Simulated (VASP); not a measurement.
Input of a VASP 6.6.1 run:

Contents of INCAR:

```
PREC = Accurate ; ENCUT = 520
EDIFF = 1E-6 ; ISMEAR = 0
SIGMA = 0.15 ; LREAL = False
LASPH = True ; NELM = 100
ALGO = Normal ; ISIF = 2
LWAVE = False ; LCHARG = False
GGA = PE ; NBANDS = 16
```

Contents of KPOINTS:

```
regular mesh
0
Gamma
  10 10 14
```

POSCAR

```
Al2Cu
1.0
    3.9288000000      0.0000000000      0.0000000000
    0.0000000000      3.9288000000      0.0000000000
    0.0000000000      0.0000000000      2.9617000000
Al Cu
2 1
Direct
    0.5000000000      0.0000000000      0.5000000000
    0.0000000000      0.5000000000      0.5000000000
    0.0000000000      0.0000000000      0.0000000000
```

Potentials or basis: VASP PAW PBE potentials, release 64 (Al, Cu).

Command:

```sh
$ cat potpaw_PBE.64/Al/POTCAR potpaw_PBE.64/Cu/POTCAR > POTCAR
$ mpirun -np 1 vasp_std > vasp.out
```

**Question.** Predict the pressure.

**Answer.** 7.7 GPa.

Stress tensor (GPa, compression positive):
```
10.39  0.00  0.00
 0.00 10.39  0.00
 0.00  0.00  2.26
```
